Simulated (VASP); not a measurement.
## SrO: single point with PBE

The system is SrO.

```
Sr O
1.0
     3.58246    0.00000    0.00000
    -1.79123    3.10250    0.00000
     0.00000    0.00000    5.89531
Sr O
2 2
Direct
  0.33333 0.66667 0.25000
  0.66667 0.33333 0.75000
  0.00000 0.00000 0.00000
  0.00000 0.00000 0.50000
```

This cell differs from its parent crystal: strained.

```json
{
  "Program": "VASP 6.6.1",
  "Task": "single point",
  "Functional": "PBE",
  "Potentials or basis": "VASP PAW PBE potentials, release 64 (Sr_sv, O)",
  "Cutoff": "520 eV",
  "k mesh": "9 × 9 × 6",
  "Occupations": "gaussian, width 0.02 eV",
  "Spin": "no spin polarisation",
  "Dipole correction": "no",
  "Further INCAR settings": "ALGO = Normal; EDIFF = 1e-07; NBANDS = 24"
}
```

The pressure is 6.2 GPa and the band gap on the k mesh is 2.79 eV (least direct gap 2.92 eV).

Stress tensor (GPa, compression positive):
```
 2.37  0.00  0.00
 0.00  2.37  0.00
 0.00  0.00 13.77
```

Levels at points of the mesh, in eV from the valence-band top:
| k point | band 14 | band 15 | band 16 | band 17 | band 18 | band 19 |
| --- | --- | --- | --- | --- | --- | --- |
| (0.00, 0.00, 0.00) | -1.20 | -1.20 | 0.00 | 2.92 | 4.80 | 5.34 |
| (0.00, 0.00, 0.50) | -1.41 | -1.41 | -1.41 | 4.71 | 4.71 | 5.88 |

Run time: 67 s on 1 thread of AMD EPYC 7R13 Processor (Zen 3), with other jobs on the host, peak memory 0.19 GiB.

Caveat: the cell differs from its parent crystal (strained); the cell stands under pressure; an odd mesh through Γ misses points on the zone boundary, where band edges can lie.
